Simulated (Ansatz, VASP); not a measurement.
## One calculation of TiPd, two programs

```
Ti Pd
1.0
     3.18000    0.00000    0.00000
     0.00000    3.18000    0.00000
     0.00000    0.00000    3.08460
Ti Pd
1 1
Direct
  0.50000 0.50000 0.50000
  0.00000 0.00000 0.00000
```

Change from the starting cell: strain +0.000 along x and y, -0.030 along z, atoms carried along.

Alike in both runs: task single point; functional LDA; k mesh 16 × 16 × 16; occupations gaussian, width 0.15 eV; no spin polarisation.

|  | VASP | Ansatz |
| --- | --- | --- |
| version | VASP 6.6.1 | Ansatz 0.2.0 |
| potentials or method | VASP PAW LDA potentials, release 64 (Ti_sv, Pd), cutoff 520 eV | scalar-relativistic, plane waves, PAW |
| valence electrons in the cell | 22 | 30 |

|  | VASP | Ansatz | Ansatz less VASP |
| --- | --- | --- | --- |
| gap on the k mesh at the Fermi level (eV) | none | none | - |
| pressure (GPa) | -7.1 | -7.4 | -0.29 |
| traceless stress, the component that is largest in VASP (GPa) | -1.05 | -1.04 | +0.015 |

LDA's correlation is that of Perdew and Zunger in VASP and of Perdew and Wang (1992) in Ansatz. A gap of «none» marks a metal or a gap that the smearing closes. VASP's potentials hold 22 valence electrons a cell and Ansatz's 30, so a difference there can come from the potentials and not from the codes.
